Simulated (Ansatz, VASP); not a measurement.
One calculation of FeO, two programs

```xyz
2
Lattice="-1.5914 1.5914 2.0694 1.5914 -1.5914 2.0694 1.5914 1.5914 -2.0694" Properties=species:S:1:pos:R:3 pbc="T T T"
Fe    0.0000    0.0000    0.0000
O     0.0000    0.0000    2.0694
```

Alike in both runs: task single point; functional LDA; k mesh 12 × 12 × 12; occupations fermi-dirac, width 0.05 eV; collinear spin.

|  | VASP | Ansatz |
| --- | --- | --- |
| version | VASP 6.6.1 | Ansatz 0.2.0 |
| potentials or method | VASP PAW LDA potentials, release 64 (Fe, O) | Ansatz PAW |
| plane-wave cutoff (eV) | 520 | 420 |
| valence electrons in the cell | 14 | 22 |

VASP gave:

| Quantity | Value |
| --- | --- |
| gap on the k mesh at the Fermi level (eV) | none |
| pressure (GPa) | -20.0 |
| traceless stress, the component that is largest in VASP (GPa) | 1.89 |
| net moment per atom (μB) | 1.99 |
| size of the moment on the site where the two differ most (μB) | 3.55 |

Task: What did Ansatz give for the same quantities?

Result: gap on the k mesh at the Fermi level (eV): none; pressure (GPa): -20.0; traceless stress, the component that is largest in VASP (GPa): 1.78; net moment per atom (μB): 2.00; size of the moment on the site where the two differ most (μB): 3.35.

LDA's correlation is that of Perdew and Zunger in VASP and of Perdew and Wang (1992) in Ansatz. Site moments also hang on the region over which each program counts them. A gap of «none» marks a metal or a gap that the smearing closes. VASP's potentials hold 14 valence electrons a cell and Ansatz's 22, so a difference there can come from the potentials and not from the codes.
